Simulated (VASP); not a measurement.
ZnCu: single point with PBEsol

Crystal: ZnCu.

```xyz
2
Lattice="2.8406 0.0000 0.0000 0.0000 2.8406 0.0000 0.0000 0.0000 2.8406" Properties=species:S:1:pos:R:3 pbc="T T T"
Zn    1.4203    1.4203    1.4203
Cu    0.0000    0.0000    0.0000
```

This cell differs from its parent crystal: strained.

* Program: VASP 6.6.1
* Task: single point
* Functional: PBEsol
* Potentials or basis: VASP PAW PBE potentials, release 64 (Zn, Cu)
* Cutoff: 520 eV
* k mesh: 14 × 14 × 14
* Occupations: gaussian, width 0.1 eV
* Spin: no spin polarisation
* Dipole correction: no
* Further INCAR settings: ALGO = Fast; EDIFF = 1e-07; NBANDS = 18

The pressure is 12.4 GPa.

Levels at points of the mesh, in eV from the Fermi level:
```
           k point  band 8  band 9  band 10  band 11  band 12  band 13  band 14  band 15  band 16  band 17
(0.00, 0.00, 0.00)   -3.92   -2.95    -2.95    -2.95     6.57     6.57     6.57    11.95    11.95    14.05
(0.50, 0.00, 0.00)   -4.13   -3.63    -3.63    -3.06    -2.12    12.64    12.64    13.22    13.22    14.13
(0.50, 0.50, 0.00)   -3.10   -3.10    -2.69    -2.29    -2.29     2.22     2.51    15.07    16.37    16.37
(0.50, 0.50, 0.50)   -4.84   -2.66    -2.66     4.57     4.57     4.57     4.61     4.84     4.84     4.84
```

It took 22 s on 1 thread of Intel(R) Xeon(R) 6975P-C (Granite Rapids) (shared host), peak memory 0.17 GiB.

Caveat: the cell differs from its parent crystal (strained); the PAW data sets were made with another functional, which shifts forces and pressure a little.
